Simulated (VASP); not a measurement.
A run of VASP 6.6.1 is set up as follows.

Contents of INCAR:

```
SYSTEM = B48HN48
PREC = Accurate ; ENCUT = 520
EDIFF = 1E-6 ; ISMEAR = -1
SIGMA = 0.05 ; LREAL = Auto
LASPH = .True. ; NELM = 100
ALGO = Normal ; ISIF = 2
LWAVE = .False. ; LCHARG = .True.
GGA = PS ; LELF = .True.
LVHAR = .True. ; NBANDS = 246
NELECT = 384.0 ; ISYM = 0
```

The input KPOINTS:

```
Automatic mesh
0
Gamma
  1 1 1
  0.25 0.25 0.25
```

Contents of POSCAR:

```
B48HN48
1.0
    7.6229900000      0.0000000000      0.0000000000
    0.0000000000      8.8022710000      0.0000000000
    0.0000000000      0.0000000000      8.4065820000
B N H
48 48 1
Direct
    0.9983460000      0.1668570000      0.9993580000
    0.9989460000      0.1655360000      0.4984490000
    0.3315460000      0.1673920000      0.9998500000
    0.3314370000      0.1664680000      0.4992150000
    0.1655570000      0.4174520000      0.9998460000
    0.1651000000      0.4165680000      0.4987360000
    0.0019560000      0.6693200000      0.0032150000
    0.9982850000      0.6665910000      0.4986100000
    0.6648420000      0.1662260000      0.9997560000
    0.6638090000      0.1645920000      0.4980760000
    0.4980160000      0.4169200000      0.9995830000
    0.4981720000      0.4160250000      0.4983430000
    0.3320320000      0.6676190000      0.0009020000
    0.3319590000      0.6665810000      0.5000860000
    0.1659580000      0.9181910000      0.0007340000
    0.1654740000      0.9166050000      0.4995730000
    0.8317150000      0.4162360000      0.9978430000
    0.8323070000      0.4094380000      0.4900590000
    0.6627810000      0.6692180000      0.0025280000
    0.6657950000      0.6672290000      0.4976070000
    0.4975870000      0.9179320000      0.0007900000
    0.4978070000      0.9163260000      0.4994630000
    0.8320160000      0.9181250000      0.0009440000
    0.8320090000      0.9168930000      0.4993780000
    0.1651900000      0.0835100000      0.2493880000
    0.1655400000      0.0841140000      0.7499030000
    0.9992970000      0.3327980000      0.2471120000
    0.0013100000      0.3322720000      0.7500650000
    0.4978600000      0.0833080000      0.2493240000
    0.4960600000      0.0820990000      0.7499750000
    0.3316030000      0.3332970000      0.2491090000
    0.3310610000      0.3332130000      0.7496890000
    0.1654960000      0.5833960000      0.2501780000
    0.1667730000      0.5834410000      0.7515420000
    0.9986410000      0.8341370000      0.2503040000
    0.0010270000      0.8389170000      0.7513070000
    0.8316750000      0.0835790000      0.2491630000
    0.8314730000      0.0835570000      0.7498520000
    0.6638930000      0.3325420000      0.2471040000
    0.6593350000      0.3238270000      0.7494610000
    0.4982890000      0.5833320000      0.2498930000
    0.4973590000      0.5830120000      0.7520090000
    0.3317400000      0.8335170000      0.2502290000
    0.3317250000      0.8333050000      0.7508260000
    0.8318640000      0.5832560000      0.2489530000
    0.8377020000      0.6210420000      0.7667230000
    0.6650060000      0.8341600000      0.2500090000
    0.6636540000      0.8391420000      0.7516240000
    0.9984360000      0.1666700000      0.1857960000
    0.9985490000      0.1667730000      0.6864430000
    0.3316200000      0.1669820000      0.1866850000
    0.3311870000      0.1671070000      0.6866130000
    0.1652690000      0.4170330000      0.1862560000
    0.1640270000      0.4175320000      0.6865770000
    0.9990450000      0.6672550000      0.1881300000
    0.0004170000      0.6694240000      0.6881830000
    0.6648280000      0.1663350000      0.1859110000
    0.6620630000      0.1622050000      0.6862130000
    0.4981980000      0.4168910000      0.1860950000
    0.4989850000      0.4160630000      0.6865410000
    0.3319670000      0.6668290000      0.1876260000
    0.3324870000      0.6663780000      0.6877580000
    0.1653460000      0.9170120000      0.1874120000
    0.1661230000      0.9176300000      0.6871920000
    0.8315910000      0.4170430000      0.1846700000
    0.8276940000      0.3976770000      0.6769710000
    0.6649820000      0.6672170000      0.1877550000
    0.6663530000      0.6695620000      0.6885610000
    0.4982460000      0.9168470000      0.1873570000
    0.4972130000      0.9163080000      0.6871630000
    0.8318800000      0.9169920000      0.1872800000
    0.8322640000      0.9178130000      0.6874510000
    0.1650580000      0.0828200000      0.4366290000
    0.1651220000      0.0843430000      0.9367970000
    0.9997300000      0.3315840000      0.4336300000
    0.9980850000      0.3346710000      0.9355640000
    0.4976490000      0.0824930000      0.4364030000
    0.4976660000      0.0838060000      0.9369210000
    0.3315410000      0.3333800000      0.4365210000
    0.3315180000      0.3341310000      0.9364280000
    0.1649310000      0.5832680000      0.4377440000
    0.1655140000      0.5842640000      0.9377630000
    0.9982020000      0.8330190000      0.4374770000
    0.9993690000      0.8352650000      0.9380590000
    0.8315980000      0.0828770000      0.4365010000
    0.8316320000      0.0839290000      0.9366470000
    0.6636290000      0.3311970000      0.4333690000
    0.6649300000      0.3332880000      0.9353560000
    0.4989410000      0.5832360000      0.4377420000
    0.4988290000      0.5839760000      0.9376170000
    0.3316560000      0.8328260000      0.4374630000
    0.3317760000      0.8338820000      0.9376130000
    0.8319950000      0.5812000000      0.4377390000
    0.8326980000      0.5884980000      0.9388740000
    0.6653630000      0.8331740000      0.4372990000
    0.6645090000      0.8352000000      0.9379400000
    0.7630570000      0.5008530000      0.6787950000
```

Potentials or basis: VASP PAW PBE potentials, release 64 (B, N, H).

Command:

```bash
$ cat potpaw_PBE.64/B/POTCAR potpaw_PBE.64/N/POTCAR potpaw_PBE.64/H/POTCAR > POTCAR
$ mpirun -np 1 vasp_std > vasp.out
```

Question: Predict the largest force.

Answer: 0.053 eV/Å.

Forces on the atoms (eV/Å):
```
B   -0.011  0.004  0.002
B   -0.012  0.001  0.008
B   -0.012  0.001  0.001
B   -0.011  0.001  0.002
B   -0.014 -0.004  0.001
B   -0.011 -0.004  0.007
B   -0.010  0.001  0.008
B   -0.005  0.003  0.014
B   -0.011  0.003  0.000
B   -0.011  0.000  0.006
B   -0.008 -0.004  0.001
B   -0.012 -0.002  0.003
B   -0.007  0.000  0.003
B   -0.011  0.000  0.004
B   -0.010  0.000  0.003
B   -0.012  0.000  0.003
B   -0.014  0.008 -0.001
B   -0.012  0.005  0.000
B   -0.010 -0.005  0.005
B   -0.011  0.002  0.011
B   -0.013 -0.002  0.002
B   -0.009 -0.003  0.005
B   -0.013 -0.001  0.002
B   -0.012  0.000  0.006
B    0.007  0.003  0.005
B    0.007  0.004  0.002
B    0.007 -0.001  0.005
B   -0.004  0.010 -0.010
B    0.009  0.003  0.003
B    0.012 -0.008  0.003
B    0.009  0.000  0.004
B   -0.008  0.006 -0.003
B    0.011  0.001  0.005
B    0.001 -0.001 -0.007
B    0.008  0.002  0.005
B    0.012  0.014  0.001
B    0.009  0.004  0.003
B    0.010  0.004 -0.001
B    0.009  0.000  0.002
B    0.008  0.000 -0.005
B    0.008  0.000  0.004
B    0.010  0.016 -0.005
B    0.008 -0.001  0.003
B    0.011 -0.003 -0.002
B    0.009  0.001  0.010
B    0.028 -0.016 -0.001
B    0.009  0.000  0.005
B    0.011  0.002  0.004
N   -0.009 -0.003 -0.003
N   -0.011  0.001 -0.002
N   -0.008 -0.001 -0.003
N   -0.006 -0.006 -0.002
N   -0.008  0.001 -0.001
N    0.004  0.001 -0.001
N   -0.010  0.000 -0.005
N    0.003 -0.005 -0.023
N   -0.009 -0.002 -0.002
N   -0.011 -0.010 -0.005
N   -0.009  0.002 -0.003
N   -0.003 -0.004 -0.005
N   -0.010  0.000 -0.004
N   -0.013  0.007 -0.002
N   -0.009 -0.001 -0.004
N   -0.006  0.006 -0.008
N   -0.009  0.000  0.000
N    0.019 -0.017  0.017
N   -0.010  0.001  0.000
N   -0.024 -0.024 -0.016
N   -0.009 -0.001 -0.003
N   -0.011 -0.007 -0.007
N   -0.008 -0.002 -0.003
N   -0.009 -0.004 -0.004
N    0.013 -0.003 -0.006
N    0.011 -0.001 -0.003
N    0.014  0.000 -0.001
N    0.013 -0.001  0.004
N    0.009  0.000 -0.003
N    0.013  0.000 -0.003
N    0.012  0.000 -0.001
N    0.012 -0.001 -0.002
N    0.013  0.001 -0.006
N    0.010 -0.002 -0.004
N    0.012  0.003 -0.005
N    0.010 -0.004 -0.005
N    0.010  0.000 -0.002
N    0.011 -0.003 -0.003
N    0.008 -0.001  0.004
N    0.009 -0.002  0.004
N    0.010 -0.002 -0.002
N    0.009  0.001  0.000
N    0.012  0.000 -0.004
N    0.010  0.000 -0.002
N    0.011 -0.004 -0.004
N    0.004 -0.014  0.008
N    0.011  0.004 -0.003
N    0.013  0.000 -0.004
H   -0.019  0.049  0.005
```

Caveat: the cell carries a net charge on a neutralising background, which shifts energy and pressure; the PAW data sets were made with another functional, which shifts forces and pressure a little.
